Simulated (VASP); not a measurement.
# Ba3CdIr2O9 (C2/c) in VASP: single point with LDA

Aim: the single point of Ba3CdIr2O9 with LDA.

Program: VASP 6.6.1. These are calculated values, not measurements. Logs are shortened: lines on timing, memory, paths and dates and some standing lists are left out, and cuts for length are marked.

### Step 1. The cell of the first run

It takes space group C2/c (No. 15, monoclinic). Conventional cell: a = 5.987 Å, b = 10.298 Å, c = 14.785 Å, α = 90.00°, β = 91.98°, γ = 90.00°. Ba (site symmetry 1) has 12 O at 2.77 to 3.25 Å and 4 Ir at 3.61 to 3.69 Å and 3 Cd at 3.66 to 3.68 Å within 3.7 Å. Within 3.9 Å of Ba (site symmetry 2) lie 12 O at 2.75 to 3.36 Å and 6 Ir at 3.58 to 3.80 Å and 2 Cd at 3.70 Å. Cd (site symmetry -1) has 6 O at 2.25 to 2.30 Å within 3.0 Å. Ir (site symmetry 1) has 6 O at 1.96 to 2.05 Å and 1 Ir at 2.56 Å within 2.6 Å. Within 2.6 Å of O (site symmetry 1) lie 1 Ir at 1.96 Å and 1 Cd at 2.30 Å. O (site symmetry 2) has 2 Ir at 2.05 Å and 8 O at 2.75 to 3.22 Å and 4 Ba at 3.00 to 3.04 Å within 3.3 Å. O (site symmetry 1) has 1 Ir at 1.96 Å and 1 Cd at 2.25 Å within 2.6 Å. O (site symmetry 1) has 1 Ir at 1.96 Å and 1 Cd at 2.27 Å within 2.6 Å.

### Step 2. Single point, LDA

INCAR reads:

```
SYSTEM = Ba3CdIr2O9
  ALGO = Normal
  EDIFF = 1E-6
  ENCUT = 600
  GGA_COMPAT = .FALSE.
  ISIF = 2
  ISMEAR = 0
  LASPH = .TRUE.
  LCHARG = .FALSE.
  LREAL = .FALSE.
  LWAVE = .FALSE.
  NBANDS = 135
  NELM = 120
  PREC = Accurate
  SIGMA = 0.1
```

KPOINTS reads:

```
k-points
0
G
  4 4 2
  0 0 0
```

POSCAR reads:

```
Ba3CdIr2O9
1.0
    2.9934560000     -5.1492320000      0.0000000000
    2.9934560000      5.1492320000      0.0000000000
   -0.5096220000      0.0000000000     14.7758920000
Ba Cd Ir O
6 2 4 18
Direct
    0.6713800000      0.3406480000      0.0860600000
    0.3286200000      0.6593520000      0.9139400000
    0.6593520000      0.3286200000      0.4139400000
    0.3406480000      0.6713800000      0.5860600000
    0.0024160000      0.9975840000      0.2500000000
    0.9975840000      0.0024160000      0.7500000000
    0.0000000000      0.0000000000      0.0000000000
    0.0000000000      0.0000000000      0.5000000000
    0.3482410000      0.6827250000      0.1638000000
    0.6517590000      0.3172750000      0.8362000000
    0.3172750000      0.6517590000      0.3362000000
    0.6827250000      0.3482410000      0.6638000000
    0.6041360000      0.7921420000      0.4254780000
    0.3958640000      0.2078580000      0.5745220000
    0.2078580000      0.3958640000      0.0745220000
    0.7921420000      0.6041360000      0.9254780000
    0.4879300000      0.5120700000      0.2500000000
    0.5120700000      0.4879300000      0.7500000000
    0.2128310000      0.8641190000      0.0911920000
    0.7871690000      0.1358810000      0.9088080000
    0.1358810000      0.7871690000      0.4088080000
    0.8641190000      0.2128310000      0.5911920000
    0.6752660000      0.8547040000      0.0998920000
    0.3247340000      0.1452960000      0.9001080000
    0.1452960000      0.3247340000      0.4001080000
    0.8547040000      0.6752660000      0.5998920000
    0.4879870000      0.9733550000      0.2609530000
    0.5120130000      0.0266450000      0.7390470000
    0.0266450000      0.5120130000      0.2390470000
    0.9733550000      0.4879870000      0.7609530000
```

Potentials or basis: VASP PAW LDA potentials, release 64 (Ba_sv, Cd, Ir, O).

Started as:

```sh
> cat potpaw_LDA.64/Ba_sv/POTCAR potpaw_LDA.64/Cd/POTCAR potpaw_LDA.64/Ir/POTCAR potpaw_LDA.64/O/POTCAR > POTCAR
> mpirun -np 1 vasp_std > vasp.out
```

OUTCAR:

```text
SYSTEM = Ba3CdIr2O9
   EDIFF = 1E-6
   ENCUT = 600
   ISIF = 2
   ISMEAR = 0
   LASPH = .TRUE.
   LREAL = .FALSE.
   NELM = 120
   PREC = Accurate

 ion  position               nearest neighbor table
   1  0.671  0.341  0.086-  16 2.77  19 2.80  29 2.87  23 2.92  15 2.94  17 3.04  23 3.05  15 3.05
                            20 3.10  19 3.19  24 3.24  27 3.25   9 3.61   9 3.63   9 3.65   7 3.66
   2  0.329  0.659  0.914-  15 2.77  20 2.80  30 2.87  24 2.92  16 2.94  18 3.04  24 3.05  16 3.05
                            19 3.10  20 3.19  23 3.24  28 3.25  10 3.61  10 3.63  10 3.65   7 3.66
   3  0.659  0.329  0.414-  14 2.77  21 2.80  27 2.87  25 2.92  13 2.94  17 3.04  25 3.05  13 3.05
                            22 3.10  21 3.19  26 3.24  29 3.25  11 3.61  11 3.63  11 3.65   8 3.66
   4  0.341  0.671  0.586-  13 2.77  22 2.80  28 2.87  26 2.92  14 2.94  18 3.04  26 3.05  14 3.05
                            21 3.10  22 3.19  25 3.24  30 3.25  12 3.61  12 3.63  12 3.65   8 3.66
   5  0.002  0.998  0.250-  23 2.75  25 2.75  19 2.96  21 2.96  27 2.97  29 2.97  17 3.00  17 3.00
                            29 3.00  27 3.00  11 3.58   9 3.58  11 3.64   9 3.64   8 3.70   7 3.70
   6  0.998  0.002  0.750-  24 2.75  26 2.75  20 2.96  22 2.96  28 2.97  30 2.97  18 3.00  18 3.00
                            28 3.00  30 3.00  10 3.58  12 3.58  12 3.64  10 3.64   8 3.70   7 3.70
   7  0.000  0.000  0.000-  19 2.25  20 2.25  23 2.27  24 2.27  15 2.30  16 2.30   1 3.66   2 3.66
                             2 3.67   1 3.67   1 3.68   2 3.68   5 3.70   6 3.70
   8  0.000  0.000  0.500-  21 2.25  22 2.25  25 2.27  26 2.27  13 2.30  14 2.30   4 3.66   3 3.66
                             4 3.67   3 3.67   3 3.68   4 3.68   5 3.70   6 3.70
   9  0.348  0.683  0.164-  15 1.96  19 1.96  23 1.96  29 2.03  17 2.05  27 2.05  11 2.56   5 3.58
[... 11 lines left out ...]
  17  0.488  0.512  0.250-   9 2.05  11 2.05   5 3.00   5 3.00   3 3.04   1 3.04
  18  0.512  0.488  0.750-  10 2.05  12 2.05   6 3.00   6 3.00   4 3.04   2 3.04
  19  0.213  0.864  0.091-   9 1.96   7 2.25   1 2.80   5 2.96   2 3.10   1 3.19
  20  0.787  0.136  0.909-  10 1.96   7 2.25   2 2.80   6 2.96   1 3.10   2 3.19
  21  0.136  0.787  0.409-  11 1.96   8 2.25   3 2.80   5 2.96   4 3.10   3 3.19
  22  0.864  0.213  0.591-  12 1.96   8 2.25   4 2.80   6 2.96   3 3.10   4 3.19
  23  0.675  0.855  0.100-   9 1.96   7 2.27   5 2.75   1 2.92   1 3.05   2 3.24
  24  0.325  0.145  0.900-  10 1.96   7 2.27   6 2.75   2 2.92   2 3.05   1 3.24
  25  0.145  0.325  0.400-  11 1.96   8 2.27   5 2.75   3 2.92   3 3.05   4 3.24
  26  0.855  0.675  0.600-  12 1.96   8 2.27   6 2.75   4 2.92   4 3.05   3 3.24
  27  0.488  0.973  0.261-  11 2.03   9 2.05   3 2.87   5 2.97   5 3.00   1 3.25
  28  0.512  0.027  0.739-  12 2.03  10 2.05   4 2.87   6 2.97   6 3.00   2 3.25
  29  0.027  0.512  0.239-   9 2.03  11 2.05   1 2.87   5 2.97   5 3.00   3 3.25
  30  0.973  0.488  0.761-  10 2.03  12 2.05   2 2.87   6 2.97   6 3.00   4 3.25

  LATTYP: Found a base centered monoclinic cell.
 ALAT       =     5.9869120000
 B/A-ratio  =     1.7201629154
 C/A-ratio  =     2.4694997763
 COS(beta)  =    -0.0344696046

  Lattice vectors:

 A1 = (   2.9934560000,  -5.1492320000,   0.0000000000)
 A2 = (   2.9934560000,   5.1492320000,   0.0000000000)
 A3 = (  -0.5096220000,   0.0000000000,  14.7758920000)

Analysis of symmetry for initial positions (statically):
=====================================================================
 Subroutine PRICEL returns:
 Original cell was already a primitive cell.

 Routine SETGRP: Setting up the symmetry group for a
 base centered monoclinic supercell.

 Subroutine GETGRP returns: Found  4 space group operations
 (whereof  2 operations were pure point group operations)
 out of a pool of  4 trial point group operations.

The static configuration has the point symmetry S_2 .
 The point group associated with its full space group is C_2h.

Analysis of symmetry for dynamics (positions and initial velocities):
=====================================================================
 Subroutine PRICEL returns:
 Original cell was already a primitive cell.

 Routine SETGRP: Setting up the symmetry group for a
 base centered monoclinic supercell.

 Subroutine GETGRP returns: Found  4 space group operations
 (whereof  2 operations were pure point group operations)
 out of a pool of  4 trial point group operations.

The dynamic configuration has the point symmetry S_2 .
 The point group associated with its full space group is C_2h.

 Subroutine INISYM returns: Found  4 space group operations
 (whereof  2 operations are pure point group operations),
 and found     1 'primitive' translations

----------------------------------------------------------------------------------------

                                     Primitive cell

  volume of cell :     455.5112

  direct lattice vectors                    reciprocal lattice vectors
[... 93 lines left out ...]
 Subroutine IBZKPT returns following result:
 ===========================================

 Found     14 irreducible k-points:

 Following reciprocal coordinates:
            Coordinates               Weight
  0.000000  0.000000  0.000000      1.000000
  0.250000  0.000000  0.000000      4.000000
  0.500000  0.000000  0.000000      2.000000
  0.250000  0.250000  0.000000      2.000000
  0.500000  0.250000  0.000000      4.000000
 -0.250000  0.250000  0.000000      2.000000
  0.500000  0.500000  0.000000      1.000000
  0.000000  0.000000  0.500000      1.000000
  0.250000  0.000000  0.500000      4.000000
  0.500000  0.000000  0.500000      2.000000
  0.250000  0.250000  0.500000      2.000000
  0.500000  0.250000  0.500000      4.000000
 -0.250000  0.250000  0.500000      2.000000
  0.500000  0.500000  0.500000      1.000000
   k-points           NKPTS =     14   k-points in BZ     NKDIM =     14   number of bands    NBANDS=    135
   number of dos      NEDOS =    301   number of ions     NIONS =     30
   total plane-waves  NPLWV = 276480
   dimension x,y,z NGX =    48 NGY =   48 NGZ =  120
   dimension x,y,z NGXF=    96 NGYF=   96 NGZF=  240
   ions per type =               6   2   4  18
   NGX,Y,Z   is equivalent  to a cutoff of  13.40, 13.40, 13.49 a.u.
   NGXF,Y,Z  is equivalent  to a cutoff of  26.80, 26.80, 26.99 a.u.
 SYSTEM =  Ba3CdIr2O9
   PREC   = accura    normal or accurate (medium, high low for compatibility)
   ISTART =      0    job   : 0-new  1-cont  2-samecut
   ICHARG =      2    charge: 1-file 2-atom 10-const
   ISPIN  =      1    spin polarized calculation?
   LNONCOLLINEAR =      F non collinear calculations
   LSORBIT =      F    spin-orbit coupling
   LASPH  =      T    aspherical Exc in radial PAW
   ENCUT  =  600.0 eV  44.10 Ry    6.64 a.u.  11.90 11.90 29.53*2*pi/ulx,y,z
   NELM   =    120;   NELMIN=  2; NELMDL= -5     # of ELM steps
   EDIFF  = 0.1E-05   stopping-criterion for ELM
   LREAL  =      F    real-space projection
   EDIFFG = 0.1E-04   stopping-criterion for IOM
   NSW    =      0    number of steps for IOM
   IBRION =     -1    ionic relax: 0-MD 1-quasi-New 2-CG
   NFREE  =      0    steps in history (QN), initial steepest desc. (CG)
   ISIF   =      2    stress and relaxation
   ISYM   =      2    0-nonsym 1-usesym 2-fastsym
   POTIM  = 0.5000    time-step for ionic-motion
   TEBEG  =    0.0;   TEEND  =   0.0 temperature during run
   PSTRESS=    0.0 pullay stress
   NELECT =     228.0000    total number of electrons
   NUPDOWN=      -1.0000    fix difference up-down
   EMIN   =  10.00;   EMAX   =-10.00  energy-range for DOS
   EFERMI =   0.00;   METHOD = LEGACY
   ISMEAR =     0;   SIGMA  =   0.10  broadening in eV -4-tet -1-fermi 0-gaus
   EFERMI_NEDOS =   21; number of points for ismear=-14 and -15
   IALGO  =     38    algorithm
   IMIX   =      4    mixing-type and parameters
     AMIX     =   0.40;   BMIX     =  1.00
     AMIX_MAG =   1.60;   BMIX_MAG =  1.00
  volume/ion in A,a.u.               =      15.18       102.46
  Fermi-wavevector in a.u.,A,eV,Ry     =   1.299831  2.456324 22.987855  1.689560
  Thomas-Fermi vector in A             =   2.431069
   LORBIT       =      0    0 simple, 1 ext, 2 COOP (PROOUT), +10 PAW based schemes
   GGA     = CA    functional components
   LHFCALC =     F    Hartree Fock is set to
   AEXX    =    0.0000 exact exchange contribution
   IVDW    =     0    specifies the selected vdW correction
   LEPSILON=     F    determine dielectric tensor
   LRPA    =     F    only Hartree local field effects (RPA)
 non-spin polarized calculation
 Gauss-broadening in eV      SIGMA  =   0.10
  energy-cutoff  :      600.00
  volume of cell :      455.51
 maximum number of plane-waves:     15246
   NGX = 23   NGY = 23   NGZ = 59

 number of electron     227.9999988 magnetization

 Free energy of the ion-electron system (eV)
  ---------------------------------------------------
  ext. energy  EPLUGINS =         0.00000000
  ---------------------------------------------------
  free energy    TOTEN  =      -211.76939931 eV

  energy without entropy =     -211.68762774  energy(sigma->0) =     -211.72851352

 E-fermi :   3.0563     XC(G=0): -11.0557

 val. band max:        3.0481483983   @ k =   0.0000   0.0000   0.5000
 cond. band min:       3.0598808503   @ k =   0.0000   0.0000   0.0000
 fundamental gap:      0.0117324519
 Fermi energy:         3.0563178549

 k-point     1 :       0.0000    0.0000    0.0000
  band No.  band energies     occupation
      1     -23.2732      2.00000
      2     -23.2587      2.00000
      3     -23.1960      2.00000
      4     -23.1693      2.00000
      5     -23.1419      2.00000
      6     -23.1294      2.00000
[... 1795 lines left out ...]
    125       6.6122      0.00000
    126       6.6122      0.00000
 [bands above 126 left out]

------------------------ aborting loop because EDIFF is reached ----------------------------------------

  FORCE on cell =-STRESS in cart. coord.  units (eV):
  Direction    XX          YY          ZZ          XY          YZ          ZX
  --------------------------------------------------------------------------------------
  -------------------------------------------------------------------------------------
  Total      -27.0869734    -27.8401433    -28.2637446      0.0000000      0.0000000     -0.4549745
  in kB      -95.2734784    -97.9226160    -99.4125559      0.0000000      0.0000000     -1.6002896
  external PRESSURE =     -97.5362168 kB  Pullay stress =       0.0000000 kB

 VOLUME and BASIS-vectors are now :
 -----------------------------------------------------------------------------
  energy-cutoff  :      600.00
  volume of cell :      455.51
      direct lattice vectors                 reciprocal lattice vectors
     2.993456000 -5.149232000  0.000000000     0.167031017 -0.097101859  0.005760917
     2.993456000  5.149232000  0.000000000     0.167031017  0.097101859  0.005760917
    -0.509622000  0.000000000 14.775892000     0.000000000  0.000000000  0.067677809

 POSITION                                       TOTAL-FORCE (eV/Angst)
 -----------------------------------------------------------------------------------
      2.98560     -1.70302      1.27161        -0.008822     -0.043510     -0.089561
      2.49169      1.70302     13.50428         0.008822      0.043510      0.089561
      2.74650     -1.70302      6.11633         0.008822     -0.043510      0.089561
      2.73079      1.70302      8.65956        -0.008822      0.043510     -0.089561
      2.86605      5.12435      3.69397         0.000000     -0.045955     -0.000000
      2.61124     -5.12435     11.08192        -0.000000      0.045955     -0.000000
[... 22 lines left out ...]
      1.49063      2.49927      3.53213         0.529137     -0.313721      0.021458
      3.98666     -2.49927     11.24376        -0.529137      0.313721     -0.021458
 -----------------------------------------------------------------------------------
    total drift:                               -0.000000      0.000000     -0.000000

  FREE ENERGIE OF THE ION-ELECTRON SYSTEM (eV)
  ---------------------------------------------------
  free  energy   TOTEN  =      -211.7693993078 eV

  energy  without entropy=     -211.6876277361  energy(sigma->0) =     -211.72851352
```

It took 70 min on 1 thread of Intel Xeon 8259CL, shared host; peak memory 0.97 GiB.

Results:

| Item | Value |
| --- | --- |
| Free energy | -211.7694 eV |
| Pressure | -9.8 GPa |
| Largest force | 0.643 eV/Å |

Forces on the atoms (eV/Å):
```
Ba  -0.009 -0.044 -0.090
Ba   0.009  0.044  0.090
Ba   0.009 -0.044  0.090
Ba  -0.009  0.044 -0.090
Ba   0.000 -0.046  0.000
Ba   0.000  0.046  0.000
Cd   0.000  0.000  0.000
Cd   0.000  0.000  0.000
Ir   0.043  0.027 -0.266
Ir  -0.043 -0.027  0.266
Ir  -0.043  0.027  0.266
Ir   0.043 -0.027 -0.266
O   -0.240  0.086 -0.237
O    0.240 -0.086  0.237
O    0.240  0.086  0.237
O   -0.240 -0.086 -0.237
O    0.000  0.643  0.000
O    0.000 -0.643  0.000
O   -0.021 -0.269  0.180
O    0.021  0.269 -0.180
O    0.021 -0.269 -0.180
O   -0.021  0.269  0.180
O   -0.184  0.123  0.152
O    0.184 -0.123 -0.152
O    0.184  0.123 -0.152
O   -0.184 -0.123  0.152
O   -0.529 -0.314 -0.021
O    0.529  0.314  0.021
O    0.529 -0.314  0.021
O   -0.529  0.314 -0.021
```

Stress tensor (GPa, compression positive):
```
-9.53  0.00 -0.16
 0.00 -9.79  0.00
-0.16  0.00 -9.94
```

Levels at points of the mesh, in eV from the Fermi level:
| k point | band 111 | band 112 | band 113 | band 114 | band 115 | band 116 | band 117 | band 118 |
| --- | --- | --- | --- | --- | --- | --- | --- | --- |
| (0.00, 0.00, 0.00) | -0.35 | -0.29 | 0.00 | 0.01 | 0.02 | 0.05 | 0.37 | 0.39 |
| (0.50, 0.00, 0.00) | -0.42 | -0.20 | -0.17 | -0.08 | 0.06 | 0.29 | 0.31 | 0.35 |
| (0.50, 0.50, 0.00) | -0.37 | -0.21 | -0.18 | -0.11 | 0.08 | 0.26 | 0.28 | 0.41 |
| (0.00, 0.00, 0.50) | -0.30 | -0.30 | -0.01 | -0.01 | 0.05 | 0.05 | 0.37 | 0.37 |
| (0.50, 0.00, 0.50) | -0.37 | -0.23 | -0.23 | -0.19 | 0.20 | 0.24 | 0.31 | 0.34 |
| (0.50, 0.50, 0.50) | -0.31 | -0.31 | -0.19 | -0.19 | 0.19 | 0.19 | 0.36 | 0.36 |

Caveat: the cell stands under tension; spin-orbit coupling is left out, which moves the levels of the heavy elements.
